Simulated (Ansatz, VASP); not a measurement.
**MgO: VASP beside Ansatz**

```
Mg O
1.0
     2.97283    0.00000    0.00000
     0.00000    2.97283    0.00000
     0.00000    0.00000   25.51054
Mg O
6 6
Direct
  0.50000 0.50000 0.29400
  0.00000 0.00000 0.37640
  0.50000 0.50000 0.45880
  0.00000 0.00000 0.54120
  0.50000 0.50000 0.62360
  0.00000 0.00000 0.70600
  0.00000 0.00000 0.29400
  0.50000 0.50000 0.37640
  0.00000 0.00000 0.45880
  0.50000 0.50000 0.54120
  0.00000 0.00000 0.62360
  0.50000 0.50000 0.70600
```

Alike in both runs: task single point; functional r2SCAN; k mesh 9 × 9 × 1; occupations fermi-dirac, width 0.3 eV; no spin polarisation.

|  | VASP | Ansatz |
| --- | --- | --- |
| version | VASP 6.6.1 | Ansatz 0.2.0 |
| potentials or method | VASP PAW PBE potentials, release 64 (Mg, O), cutoff 520 eV | scalar-relativistic, plane waves, PAW |
| valence electrons in the cell | 48 | 96 |

Ansatz gave:

- gap on the k mesh at the Fermi level (eV): 3.96
- least direct gap on the mesh (eV): 3.96
- rms of the force components (eV/Å): 0.144

Problem. Estimate VASP's values.

Solution. gap on the k mesh at the Fermi level (eV): 3.94; least direct gap on the mesh (eV): 3.94; rms of the force components (eV/Å): 0.152.

VASP's potentials were made for PBE, not for r2SCAN. The functional is the same, so the differences come from potentials, cutoffs and numerics. VASP's potentials hold 48 valence electrons a cell and Ansatz's 96, so a difference there can come from the potentials and not from the codes.
